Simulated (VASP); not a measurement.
# Zr (Im-3m) in VASP: further runs, part 3 of 3

VASP 6.6.1. The steps go on from the part before.

## Step 5: Relaxation of cell and atoms, LDA

This run uses another cell than the first one, of 23.72 Å³/atom, 1.078 times its volume.

The input, INCAR:

```
SYSTEM = Zr
PREC = Accurate ; ENCUT = 500
EDIFF = 1E-7 ; ISMEAR = -1
SIGMA = 0.05 ; LREAL = .FALSE.
LASPH = .TRUE. ; NELM = 120
ALGO = Normal ; ISIF = 3
LWAVE = .FALSE. ; LCHARG = .FALSE.
GGA = CA ; IBRION = 2
NSW = 80 ; EDIFFG = -0.005
GGA_COMPAT = .FALSE. ; NELMIN = 4
```

The input, KPOINTS:

```
regular mesh
0
G
  8 8 8
  0 0 0
```

The input, POSCAR:

```
Zr
1.0
   -1.8100000000      1.8100000000      1.8100000000
    1.8100000000     -1.8100000000      1.8100000000
    1.8100000000      1.8100000000     -1.8100000000
Zr
1
Direct
    0.0000000000      0.0000000000      0.0000000000
```

Potentials or basis: VASP PAW LDA potentials, release 64 (Zr_sv).

Command:

```
$ cat potpaw_LDA.64/Zr_sv/POTCAR > POTCAR
$ mpirun -np 1 vasp_std > vasp.out
```

Run time: 32 s. Hardware: 1 thread of Intel Xeon 8259CL, shared host; peak memory 0.13 GiB.

The run converged. Its results:

| Item | Value |
| --- | --- |
| Free energy | -9.2431 eV |
| Relaxed volume | 21.29 Å³/atom |
| Relaxed cell | a = 3.024 Å, b = 3.024 Å, c = 3.024 Å, α = 109.47°, β = 109.47°, γ = 109.47° |
| Space group after relaxing (to 0.05 Å) | Im-3m (No. 229) |
| Energy gained by relaxing | 73.2 meV/atom |
| Ionic steps | 6 |
| Pressure after relaxing | 0.0 GPa |
| Band gap on the k mesh | zero (band 6 reaches 10.66 eV, above the bottom of band 7 at 8.89 eV) |

The path:
| step | energy change (eV) | largest force (eV/Å) | pressure (GPa) | volume (Å³) |
| --- | --- | --- | --- | --- |
| 1 | 0.0000 | 0.0000 | -9.01 | 23.72 |
| 2 | -0.0168 | 0.0000 | 10.29 | 19.43 |
| 3 | -0.0732 | 0.0000 | -0.14 | 21.32 |
| 4 | -0.0732 | 0.0000 | 0.07 | 21.28 |
| 5 | -0.0732 | 0.0000 | -0.04 | 21.30 |
| 6 | -0.0732 | 0.0000 | 0.00 | 21.29 |

Final structure:
```
CELL_PARAMETERS angstrom
-1.74603 1.74603 1.74603
1.74603 -1.74603 1.74603
1.74603 1.74603 -1.74603
ATOMIC_POSITIONS crystal
Zr 0.00000 0.00000 0.00000
```

Levels at points of the mesh, in eV from the Fermi level:
```tsv
k point	band 4	band 5	band 6	band 7	band 8	band 9
(0.00, 0.00, 0.00)	-25.58	-5.50	1.10	1.10	1.10	3.83
(0.50, 0.00, 0.00)	-25.59	-3.07	-0.89	2.05	3.87	4.61
(0.50, 0.50, 0.50)	-26.46	-2.95	-2.95	6.21	6.21	6.21
```

Caveat: the volume moved by -10 % from the deposited cell, more than functionals usually miss.

## Step 6: Single point, PBE

This run uses another cell than the first one, of 23.72 Å³/atom, 1.078 times its volume.

The input, INCAR:

```
SYSTEM = Zr
PREC = Accurate
ENCUT = 500
EDIFF = 1E-6
ISMEAR = -1
SIGMA = 0.05
LREAL = .FALSE.
LASPH = .TRUE.
NELM = 120
ALGO = Normal
ISIF = 2
LWAVE = .FALSE.
LCHARG = .FALSE.
GGA = PE
NBANDS = 12
GGA_COMPAT = .FALSE.
```

The input, KPOINTS:

```
Automatic mesh
0
G
  8 8 8
  0 0 0
```

POSCAR is that of step 5.

Potentials or basis: VASP PAW PBE potentials, release 64 (Zr_sv).

Command:

```
$ cat potpaw_PBE.64/Zr_sv/POTCAR > POTCAR
$ mpirun -np 1 vasp_std > vasp.out
```

It took 8.2 s on 1 thread of Intel Xeon 8259CL, shared host; peak memory 0.14 GiB.

It converged, with:

| Property | Result |
| --- | --- |
| Free energy | -8.4334 eV |
| Pressure | -2.7 GPa |
| Band gap on the k mesh | zero (band 6 reaches 9.62 eV, above the bottom of band 7 at 7.98 eV) |

Levels at points of the mesh, in eV from the Fermi level:
```csv
k point,band 3,band 4,band 5,band 6,band 7,band 8,band 9,band 10
"(0.00, 0.00, 0.00)",-26.09,-26.09,-5.34,1.10,1.10,1.10,3.52,3.52
"(0.50, 0.00, 0.00)",-26.38,-26.09,-2.73,-0.64,1.51,3.50,4.16,6.15
"(0.50, 0.50, 0.50)",-26.71,-26.71,-2.46,-2.46,5.50,5.50,5.50,7.25
```

## Step 7: Overview

| task | level | potentials or basis | cell | gap on the mesh (eV) | pressure (GPa) | relaxed volume (Å³/atom) |
| --- | --- | --- | --- | --- | --- | --- |
| single point | PBEsol | VASP PAW PBE potentials, release 64 (Zr_sv) | a = 3.058 Å, angles 109.5°, 1 atom | none | 0.1 | - |
| relaxation of cell and atoms | PBE | VASP PAW PBE potentials, release 64 (Zr_sv) | relaxed from a = 3.135 Å, angles 109.5°, 1 atom | none | 0.0 | 22.99 |
| relaxation of cell and atoms | PBEsol | VASP PAW PBE potentials, release 64 (Zr_sv) | relaxed from a = 3.135 Å, angles 109.5°, 1 atom | none | 0.0 | 22.01 |
| relaxation of cell and atoms | LDA | VASP PAW LDA potentials, release 64 (Zr_sv) | relaxed from a = 3.135 Å, angles 109.5°, 1 atom | none | 0.0 | 21.29 |
| single point | PBE | VASP PAW PBE potentials, release 64 (Zr_sv) | a = 3.135 Å, angles 109.5°, 1 atom | none | -2.7 | - |

Alike in all rows: no spin polarisation; k mesh 8 × 8 × 8; cutoff (eV) 500; smearing fermi-dirac 0.05 eV.

Caveats: the PAW data sets were made with another functional, which shifts forces and pressure a little (some runs); the volume moved by -10 % from the deposited cell, more than functionals usually miss (some runs).

Absolute energies hang on the potentials; compare differences alone.
